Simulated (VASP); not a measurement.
Write the native input for VASP 6.6.1 that does the following.

```yaml
Task: single point
Functional: PBEsol
Potentials_or_basis: VASP PAW PBE potentials, release 64 (Eu, Mg, O, Sr_sv, W_sv)
Cutoff: 520 eV
k_mesh: 4 × 4 × 4
Occupations: gaussian, width 0.1 eV
Spin: collinear spin, ferromagnetic start
Starting_moments: "[7.0, 0.0, 0.0, 0.0, 0.0, 0.0, 0.0, 0.0, 0.0, 0.0] μB"
Dipole_correction: no
Further_INCAR_settings: ALGO = Normal; EDIFF = 1e-06; NBANDS = 54
```

The structure of SrEuMgWO6 lies in POSCAR:

```
SrEuMgWO6
1.0
    0.0000000000      4.0212716100      4.0212716100
    4.0212716100      0.0000000000      4.0212716100
    4.0212716100      4.0212716100      0.0000000000
Eu Mg O Sr W
1 1 6 1 1
Direct
    0.2500000000      0.2500000000      0.2500000000
    0.0000000000      0.0000000000      0.0000000000
    0.7435779400      0.2564220600      0.2564220600
    0.2564220600      0.7435779400      0.7435779400
    0.2564220600      0.7435779400      0.2564220600
    0.7435779400      0.2564220600      0.7435779400
    0.2564220600      0.2564220600      0.7435779400
    0.7435779400      0.7435779400      0.2564220600
    0.7500000000      0.7500000000      0.7500000000
    0.5000000000      0.5000000000      0.5000000000
```

The input as run:

INCAR

```
SYSTEM = SrEuMgWO6
PREC = Accurate
ENCUT = 520
EDIFF = 1E-6
ISMEAR = 0
SIGMA = 0.1
LREAL = .False.
LASPH = .True.
NELM = 150
ALGO = Normal
ISIF = 2
LWAVE = .False.
LCHARG = .False.
ISPIN = 2
MAGMOM = 7 0 0 0 0 0 0 0 0 0
LORBIT = 11
LMAXMIX = 6
GGA = PS
NBANDS = 54
```

KPOINTS

```
regular mesh
0
Gamma
  4 4 4
  0 0 0
```

Potentials or basis: VASP PAW PBE potentials, release 64 (Eu, Mg, O, Sr_sv, W_sv).

Command:

```bash
$ cat potpaw_PBE.64/Eu/POTCAR potpaw_PBE.64/Mg/POTCAR potpaw_PBE.64/O/POTCAR potpaw_PBE.64/Sr_sv/POTCAR potpaw_PBE.64/W_sv/POTCAR > POTCAR
$ mpirun -np 1 vasp_std > vasp.out
```

Results of the run:

```json
{
 "Pressure": "-9.8 GPa",
 "Largest force": "0.638 eV/Å",
 "Band gap on the k mesh": "0.17 eV (least direct gap 0.19 eV)",
 "Net moment": "6.97 μB per cell",
 "Site moments": "Eu +6.55; Mg +0.00; O -0.01; Sr +0.00; W +0.12 μB",
 "Valence electrons inside the program's atomic spheres": "Eu 14.63; Mg 0.39; O 5.01; Sr 7.91; W 11.90"
}
```

Caveat: the cell stands under tension; the PAW data sets were made with another functional, which shifts forces and pressure a little; spin-orbit coupling is left out, which moves the levels of the heavy elements; a cell with one magnetic atom can't hold antiferromagnetic order, which such compounds often take; semilocal functionals describe open f shells poorly, which spoils levels, moments and volumes.

Wall time 15 min on 1 thread of Intel Xeon 8259CL (shared host), peak memory 0.4 GiB.
